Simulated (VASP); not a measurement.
# SrAg2As2: single point with PBE

SrAg2As2:

```xyz
5
Lattice="0.0000 4.5074 0.0000 4.5074 0.0000 0.0000 2.2537 2.2537 -5.3924" Properties=species:S:1:pos:R:3 pbc="T T T"
As    2.2537    2.2537   -1.1971
As    4.5074    4.5074   -4.1953
Ag    2.2537    4.5074   -2.6962
Ag    4.5074    2.2537   -2.6962
Sr    0.0000    0.0000    0.0000
```

```yaml
Program: VASP 6.6.1
Task: single point
Functional: PBE
Potentials_or_basis: VASP PAW PBE potentials, release 64 (As, Ag, Sr_sv)
Cutoff: 520 eV
k_mesh: 4 × 4 × 4
Occupations: tetrahedron
Spin: no spin polarisation
Dipole_correction: no
Further_INCAR_settings: ALGO = Normal; EDIFF = 1e-06; NBANDS = 29
```

```
Pressure               : 3.2 GPa
Largest force          : 0.747 eV/Å
Band gap on the k mesh : zero (band 21 reaches 6.47 eV, above the bottom of band 22 at 5.93 eV)
```

Forces in eV/Å, atoms in the order of the input:
```
As   0.000  0.000 -0.747
As   0.000  0.000  0.747
Ag   0.000  0.000  0.000
Ag   0.000  0.000  0.000
Sr   0.000  0.000  0.000
```

Stress tensor (GPa, compression positive):
```
0.90 0.00 0.00
0.00 0.90 0.00
0.00 0.00 7.66
```

Levels at points of the mesh, in eV from the Fermi level:
| k point | band 17 | band 18 | band 19 | band 20 | band 21 | band 22 | band 23 | band 24 | band 25 | band 26 |
| --- | --- | --- | --- | --- | --- | --- | --- | --- | --- | --- |
| (0.00, 0.00, 0.00) | -4.15 | -2.24 | -2.24 | -1.46 | -1.46 | 0.05 | 0.47 | 2.14 | 2.52 | 3.11 |
| (0.50, 0.00, 0.00) | -4.84 | -4.11 | -2.39 | -1.44 | -0.19 | -0.12 | 1.59 | 1.80 | 2.60 | 3.71 |
| (0.50, 0.50, 0.00) | -4.35 | -3.57 | -3.50 | -3.06 | -2.27 | 0.15 | 1.95 | 2.33 | 3.92 | 4.07 |
| (0.00, 0.00, 0.50) | -3.03 | -3.03 | -2.12 | -1.10 | -0.03 | 0.43 | 0.65 | 0.65 | 3.00 | 3.05 |

It took 70 s on 1 thread of AMD EPYC 7R13, on a shared host, peak memory 0.23 GiB.

Caveat: the k points lie up to 0.38 Å⁻¹ apart; tetrahedron occupations give inexact forces and stress in metals.
